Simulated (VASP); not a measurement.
Wanted: the native input for a VASP 6.6.1 run.

- Task: single point
- Functional: PBE
- Potentials or basis: VASP PAW PBE potentials, release 64 (Mg, Cd, S)
- Cutoff: 520 eV
- k mesh: 4 × 4 × 4
- Occupations: gaussian, width 0.1 eV
- Spin: no spin polarisation
- Dipole correction: no
- Further INCAR settings: ALGO = Normal; EDIFF = 1e-06; NBANDS = 31

The structure of Mg3CdS4 lies in POSCAR:

```
Mg3CdS4
1.0
   -2.7667075100      2.7667075100      5.5334150300
    2.7667075100     -2.7667075100      5.5334150300
    2.7667075100      2.7667075100     -5.5334150300
Mg Cd S
3 1 4
Direct
    0.0000000000      0.0000000000      0.0000000000
    0.7500000000      0.2500000000      0.5000000000
    0.2500000000      0.7500000000      0.5000000000
    0.5000000000      0.5000000000      0.0000000000
    0.7500000000      0.7500000000      0.0000000000
    0.2500000000      0.2500000000      0.0000000000
    0.5000000000      0.0000000000      0.5000000000
    0.0000000000      0.5000000000      0.5000000000
```

The input as run:

INCAR

```
SYSTEM = Mg3CdS4
PREC = Accurate
ENCUT = 520
EDIFF = 1E-6
ISMEAR = 0
SIGMA = 0.1
LREAL = .False.
LASPH = .True.
NELM = 60
ALGO = Normal
ISIF = 2
LWAVE = .False.
LCHARG = .False.
GGA = PE
NBANDS = 31
```

KPOINTS

```
Automatic mesh
0
Gamma
  4 4 4
  0 0 0
```

Potentials or basis: VASP PAW PBE potentials, release 64 (Mg, Cd, S).

Launch:

```bash
$ cat potpaw_PBE.64/Mg/POTCAR potpaw_PBE.64/Cd/POTCAR potpaw_PBE.64/S/POTCAR > POTCAR
$ mpirun -np 1 vasp_std > vasp.out
```

It gave:

```json
{"Pressure": "-7.0 GPa", "Largest force": "0.360 eV/Å", "Band gap on the k mesh": "0.99 eV, indirect (least direct gap 1.64 eV)"}
```

Run time: 80 s on 1 thread of Intel(R) Xeon(R) Platinum 8375C CPU @ 2.90GHz (Ice Lake) (shared host), peak memory 0.37 GiB.
